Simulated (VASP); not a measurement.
# CaCuGe (P-6m2) in VASP: a series of runs

The runs below take CaCuGe through single point, with LDA.

Program: VASP 6.6.1. These are calculated values, not measurements. Logs are shortened: lines on timing, memory, paths and dates and some standing lists are left out, and cuts for length are marked.

### 1 The cell of the first run

Symmetry: P-6m2, No. 187, hexagonal system. Conventional cell: a = 4.213 Å, b = 4.213 Å, c = 3.572 Å, α = 90.00°, β = 90.00°, γ = 120.00°. Ca (site symmetry -6m2) has 6 Cu at 3.02 Å and 6 Ge at 3.02 Å and 2 Ca at 3.57 Å within 4.0 Å. Cu (site symmetry -6m2) has 3 Ge at 2.43 Å and 6 Ca at 3.02 Å within 3.2 Å. Ge (site symmetry -6m2) has 3 Cu at 2.43 Å and 6 Ca at 3.02 Å within 3.2 Å.

### 2 Single point, LDA

File INCAR:

```
SYSTEM = CaCuGe
ALGO     = Fast           ! electronic algorithm
EDIFF    = 1E-7           ! SCF threshold, eV
ENCUT    = 520            ! plane-wave cutoff, eV
GGA      = CA             ! functional
ISIF     = 2              ! what is computed and relaxed
ISMEAR   = 0              ! smearing method
LASPH    = .TRUE.         ! aspherical terms in the spheres
LCHARG   = .FALSE.        ! write CHGCAR
LREAL    = .FALSE.        ! projectors in reciprocal space
LWAVE    = .FALSE.        ! write WAVECAR
NBANDS   = 24             ! bands
NELM     = 100            ! most SCF steps
PREC     = Accurate       ! precision mode
SIGMA    = 0.1            ! smearing width, eV
```

File KPOINTS:

```
k-points
0
G
  12 12 12
  0 0 0
```

File POSCAR:

```
CaCuGe
1.0
    3.5724971425      0.0000000000      0.0000000000
    0.0000000000      2.1065264912      3.6486109103
    0.0000000000     -2.1065264912      3.6486109103
Ca Cu Ge
1 1 1
Direct
    0.0000000000      0.9999835000      0.9999835000
    0.5000000000      0.3333168333      0.3333168333
    0.5000000000      0.6666501667      0.6666501667
```

Potentials or basis: VASP PAW LDA potentials, release 64 (Ca_sv, Cu, Ge_d).

Command:

```
$ cat potpaw_LDA.64/Ca_sv/POTCAR potpaw_LDA.64/Cu/POTCAR potpaw_LDA.64/Ge_d/POTCAR > POTCAR
$ mpirun -np 1 vasp_std > vasp.out
```

OUTCAR:

```text
SYSTEM = CaCuGe
   EDIFF = 1E-7
   ENCUT = 520
   GGA = CA
   ISIF = 2
   ISMEAR = 0
   LASPH = .TRUE.
   LREAL = .FALSE.
   NELM = 100
   PREC = Accurate

 ion  position               nearest neighbor table
   1  0.000  1.000  1.000-   3 3.02   3 3.02   3 3.02   3 3.02   3 3.02   3 3.02
   2  0.500  0.333  0.333-   3 2.43   3 2.43   3 2.43
   3  0.500  0.667  0.667-   2 2.43   2 2.43   2 2.43   1 3.02   1 3.02   1 3.02   1 3.02   1 3.02
                             1 3.02

  LATTYP: Found a hexagonal cell.
 ALAT       =     4.2130529824
 C/A-ratio  =     0.8479592251

  Lattice vectors:

 A1 = (   0.0000000000,   2.1065264912,  -3.6486109103)
 A2 = (   0.0000000000,   2.1065264912,   3.6486109103)
 A3 = (   3.5724971425,   0.0000000000,   0.0000000000)

Analysis of symmetry for initial positions (statically):
=====================================================================
 Subroutine PRICEL returns:
 Original cell was already a primitive cell.

 Routine SETGRP: Setting up the symmetry group for a
 hexagonal supercell.

 Subroutine GETGRP returns: Found 12 space group operations
 (whereof  4 operations were pure point group operations)
 out of a pool of 24 trial point group operations.

The static configuration has the point symmetry C_2v.
 The point group associated with its full space group is D_3h.

Analysis of symmetry for dynamics (positions and initial velocities):
=====================================================================
 Subroutine PRICEL returns:
 Original cell was already a primitive cell.

 Routine SETGRP: Setting up the symmetry group for a
 hexagonal supercell.

 Subroutine GETGRP returns: Found 12 space group operations
 (whereof  4 operations were pure point group operations)
 out of a pool of 24 trial point group operations.

The dynamic configuration has the point symmetry C_2v.
 The point group associated with its full space group is D_3h.

 Subroutine INISYM returns: Found 12 space group operations
 (whereof  4 operations are pure point group operations),
 and found     1 'primitive' translations

----------------------------------------------------------------------------------------

                                     Primitive cell

  volume of cell :      54.9157

  direct lattice vectors                    reciprocal lattice vectors
     3.572497143  0.000000000  0.000000000     0.279916249  0.000000000  0.000000000
     0.000000000  2.106526491  3.648610910     0.000000000  0.237357566  0.137038454
     0.000000000 -2.106526491  3.648610910     0.000000000 -0.237357566  0.137038454

  length of vectors
[... 87 lines left out ...]
   NSW    =      0    number of steps for IOM
   IBRION =     -1    ionic relax: 0-MD 1-quasi-New 2-CG
   NFREE  =      0    steps in history (QN), initial steepest desc. (CG)
   ISIF   =      2    stress and relaxation
   ISYM   =      2    0-nonsym 1-usesym 2-fastsym
   POTIM  = 0.5000    time-step for ionic-motion
   TEBEG  =    0.0;   TEEND  =   0.0 temperature during run
   PSTRESS=    0.0 pullay stress
   NELECT =      35.0000    total number of electrons
   NUPDOWN=      -1.0000    fix difference up-down
   EMIN   =  10.00;   EMAX   =-10.00  energy-range for DOS
   EFERMI =   0.00;   METHOD = LEGACY
   ISMEAR =     0;   SIGMA  =   0.10  broadening in eV -4-tet -1-fermi 0-gaus
   EFERMI_NEDOS =   21; number of points for ismear=-14 and -15
   IALGO  =     68    algorithm
   IMIX   =      4    mixing-type and parameters
     AMIX     =   0.40;   BMIX     =  1.00
     AMIX_MAG =   1.60;   BMIX_MAG =  1.00
  volume/ion in A,a.u.               =      18.31       123.53
  Fermi-wavevector in a.u.,A,eV,Ry     =   1.408852  2.662344 27.005716  1.984864
  Thomas-Fermi vector in A             =   2.530968
   LORBIT       =      0    0 simple, 1 ext, 2 COOP (PROOUT), +10 PAW based schemes
   GGA     = CA    functional components
   LHFCALC =     F    Hartree Fock is set to
   AEXX    =    0.0000 exact exchange contribution
   IVDW    =     0    specifies the selected vdW correction
   LEPSILON=     F    determine dielectric tensor
   LRPA    =     F    only Hartree local field effects (RPA)
 non-spin polarized calculation
 RMM-DIIS sequential band-by-band and
 Gauss-broadening in eV      SIGMA  =   0.10
  energy-cutoff  :      520.00
  volume of cell :       54.92
 maximum number of plane-waves:      1506
 NGX is ok and might be reduce to    28
   NGX = 13   NGY = 15   NGZ = 15

 number of electron      34.9999985 magnetization

 Free energy of the ion-electron system (eV)
  ---------------------------------------------------
  ext. energy  EPLUGINS =         0.00000000
  ---------------------------------------------------
  free energy    TOTEN  =       -13.61807229 eV

  energy without entropy =      -13.61301991  energy(sigma->0) =      -13.61554610

 E-fermi :   5.2772     XC(G=0): -11.1477

 val. band max:        5.2758192535   @ k =   0.2500   0.0833  -0.0000
 cond. band min:       5.3016957831   @ k =   0.5000   0.5000   0.0833
 fundamental gap:      0.0258765296
 Fermi energy:         5.2772038669

 k-point     1 :       0.0000    0.0000    0.0000
  band No.  band energies     occupation
      1     -34.5165      2.00000
      2     -18.7359      2.00000
      3     -18.7005      2.00000
      4     -18.7005      2.00000
      5     -18.6447      2.00000
      6     -18.6447      2.00000
[... 637 lines left out ...]
     23      10.8793      0.00000
     24      11.1554      0.00000

 [... further k-points ...]

------------------------ aborting loop because EDIFF is reached ----------------------------------------

  FORCE on cell =-STRESS in cart. coord.  units (eV):
  Direction    XX          YY          ZZ          XY          YZ          ZX
  --------------------------------------------------------------------------------------
  -------------------------------------------------------------------------------------
  Total        0.4988333      0.6137308      0.6137308     -0.0000000      0.0000000      0.0000000
  in kB       14.5535737     17.9057337     17.9057337     -0.0000000      0.0000000      0.0000000
  external PRESSURE =      16.7883471 kB  Pullay stress =       0.0000000 kB

 VOLUME and BASIS-vectors are now :
 -----------------------------------------------------------------------------
  energy-cutoff  :      520.00
  volume of cell :       54.92
      direct lattice vectors                 reciprocal lattice vectors
     3.572497143  0.000000000  0.000000000     0.279916249  0.000000000  0.000000000
     0.000000000  2.106526491  3.648610910     0.000000000  0.237357566  0.137038454
     0.000000000 -2.106526491  3.648610910     0.000000000 -0.237357566  0.137038454

 POSITION                                       TOTAL-FORCE (eV/Angst)
 -----------------------------------------------------------------------------------
      0.00000      0.00000      7.29710         0.000000      0.000000      0.000000
      1.78625      0.00000      2.43229         0.000000     -0.000000      0.000000
      1.78625      0.00000      4.86469         0.000000      0.000000     -0.000000
 -----------------------------------------------------------------------------------
    total drift:                                0.000000      0.000000     -0.000003

  FREE ENERGIE OF THE ION-ELECTRON SYSTEM (eV)
  ---------------------------------------------------
  free  energy   TOTEN  =       -13.6180722919 eV

  energy  without entropy=      -13.6130199065  energy(sigma->0) =      -13.61554610
```

It took 18 min on 1 thread of Intel Xeon Platinum 8559C (Emerald Rapids), shared host; peak memory 0.31 GiB.

What came out:

```
Free energy            : -13.6181 eV
Pressure               : 1.7 GPa
Band gap on the k mesh : zero (an odd number of electrons rules out a gap without spin polarisation)
```

### 3 Single point, LDA

File INCAR:

```
PREC = Accurate ; ENCUT = 520
EDIFF = 1E-6 ; ISMEAR = -5
SIGMA = 0.1 ; LREAL = False
LASPH = True ; NELM = 100
ALGO = Fast ; ISIF = 2
LWAVE = False ; LCHARG = False
NBANDS = 24
```

File KPOINTS:

```
regular mesh
0
Gamma
  12 12 12
```

POSCAR is that of step 2.

Potentials or basis: VASP PAW LDA potentials, release 64 (Ca_sv, Cu, Ge_d).

Command:

```
$ cat potpaw_LDA.64/Ca_sv/POTCAR potpaw_LDA.64/Cu/POTCAR potpaw_LDA.64/Ge_d/POTCAR > POTCAR
$ mpirun -np 1 vasp_std > vasp.out
```

Wall time 12 min (1 thread of Intel Xeon Platinum 8559C (Emerald Rapids), shared host); peak memory 0.31 GiB.

Results (log left out):

```yaml
Free_energy: -13.6154 eV
Pressure: 0.5 GPa
Band_gap_on_the_k_mesh: zero (an odd number of electrons rules out a gap without spin polarisation)
```

Stress tensor (GPa, compression positive):
```
0.21 0.00 0.00
0.00 0.64 0.00
0.00 0.00 0.64
```

Levels at points of the mesh, in eV from the Fermi level:
| k point | band 15 | band 16 | band 17 | band 18 | band 19 | band 20 |
| --- | --- | --- | --- | --- | --- | --- |
| (0.00, 0.00, 0.00) | -3.06 | -0.07 | -0.07 | 1.28 | 1.68 | 2.15 |
| (0.50, 0.00, 0.00) | -3.26 | -2.70 | 1.67 | 1.67 | 2.54 | 2.54 |
| (0.00, 0.50, 0.00) | -3.16 | -3.10 | -0.87 | 0.82 | 1.55 | 4.22 |
| (0.50, 0.50, 0.00) | -3.05 | -2.43 | -1.49 | -1.32 | -0.10 | 3.70 |

Caveat: tetrahedron occupations give inexact forces and stress in metals.
